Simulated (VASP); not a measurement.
## CuO: single point with PBEsol

CuO:

```xyz
2
Lattice="2.8298 0.0000 0.0000 -1.4149 2.4507 0.0000 0.0000 0.0000 2.6513" Properties=species:S:1:pos:R:3 pbc="T T T"
Cu    0.0000    0.0000    0.0000
O     1.4149    0.8169    1.3256
```

```yaml
Program: VASP 6.6.1
Task: single point
Functional: PBEsol
Potentials_or_basis: VASP PAW PBE potentials, release 64 (Cu, O)
Cutoff: 520 eV
k_mesh: 9 × 9 × 8
Occupations: fermi-dirac, width 0.05 eV
Spin: no spin polarisation
Dipole_correction: no
Further_INCAR_settings: ALGO = Normal; EDIFF = 1e-07; NBANDS = 16
```

The pressure is 0.5 GPa.

Levels at points of the mesh, in eV from the Fermi level:
```csv
k point,band 7,band 8,band 9,band 10,band 11,band 12
"(0.00, 0.00, 0.00)",-1.82,-0.12,-0.12,1.25,15.55,16.18
"(0.00, 0.00, 0.50)",-1.39,-0.25,-0.25,7.49,7.62,21.14
```

Run time: 10 s on 1 thread of Intel(R) Xeon(R) Platinum 8488C (Sapphire Rapids) (shared host), peak memory 0.14 GiB.

Caveat: the PAW data sets were made with another functional, which shifts forces and pressure a little; an odd number of electrons without spin polarisation forces a metal; a magnetic or distorted state may lie lower; semilocal functionals often make such compounds metallic where correlation or magnetic order opens a gap, which also shifts bond lengths. With open d or f shells a metallic result of PBEsol can be an artefact of self-interaction; +U or a hybrid may open a gap.
